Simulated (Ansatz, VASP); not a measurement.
## Two plane-wave programs on GeSbTe3

```xyz
5
Lattice="2.1380 1.2344 10.0333 -2.1380 1.2344 10.0333 0.0000 -2.4687 10.0333" Properties=species:S:1:pos:R:3 pbc="T T T"
Ge    0.0000    0.0000   17.9944
Sb    0.0000    0.0000   11.9708
Te    0.0000    0.0000   30.0506
Te    0.0000    0.0000   23.8565
Te    0.0000    0.0000    6.4276
```

Alike in both runs: task single point; functional PBE; k mesh 3 × 3 × 3; occupations gaussian, width 0.1 eV; no spin polarisation.

```csv
,VASP,Ansatz
version,VASP 6.6.1,Ansatz 0.2.0
potentials or method,"VASP PAW PBE potentials, release 64 (Ge_d, Sb, Te), cutoff 500 eV","scalar-relativistic, plane waves, PAW"
valence electrons in the cell,37,77
```

Ansatz gave:

```
gap on the k mesh at the Fermi level (eV)                     : none
pressure (GPa)                                                : -2.1
traceless stress, the component that is largest in VASP (GPa) : -1.51
rms of the force components (eV/Å)                            : 0.215
```

Estimate VASP's values.

gap on the k mesh at the Fermi level (eV): none; pressure (GPa): -2.1; traceless stress, the component that is largest in VASP (GPa): -1.50; rms of the force components (eV/Å): 0.213.

Atom by atom the forces differ by 0.004 eV/Å (rms over components). A gap of «none» marks a metal or a gap that the smearing closes. With one functional, cell and mesh, what is left measures potentials, basis and numerics. VASP's potentials hold 37 valence electrons a cell and Ansatz's 77, so a difference there can come from the potentials and not from the codes.

The k mesh is coarse, so the values compare programs but aren't converged. Neither program's run includes spin-orbit coupling.
